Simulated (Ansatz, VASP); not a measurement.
## Mg: VASP beside Ansatz

```xyz
2
Lattice="3.2199 0.0000 0.0000 -1.6100 2.7885 0.0000 0.0000 0.0000 5.2276" Properties=species:S:1:pos:R:3 pbc="T T T"
Mg    0.0000    1.8590    1.3069
Mg    1.6100    0.9295    3.9207
```

Change from the starting cell: volume scaled by 1.01, crystal datasets.

Alike in both runs: task electric field gradients; functional PBE; k mesh 12 × 12 × 7; occupations fermi-dirac, width 0.08 eV; no spin polarisation.

|  | VASP | Ansatz |
| --- | --- | --- |
| version | VASP 6.6.1 | Ansatz 0.2.0 |
| potentials or method | VASP PAW PBE potentials, release 64 (Mg), cutoff 520 eV | all-electron PAW with datasets made for the crystal, scalar-relativistic |

|  | VASP | Ansatz | Ansatz less VASP |
| --- | --- | --- | --- |
| pressure (GPa) | -0.9 | -0.8 | +0.10 |
| traceless stress, the component that is largest in VASP (GPa) | -0.51 | -0.51 | +0.002 |
| size of Vzz on the site where it differs most (V/Å²) | 1.0 | 1.1 | +0.14 |

Ansatz ran all-electron here, and VASP with PAW potentials.
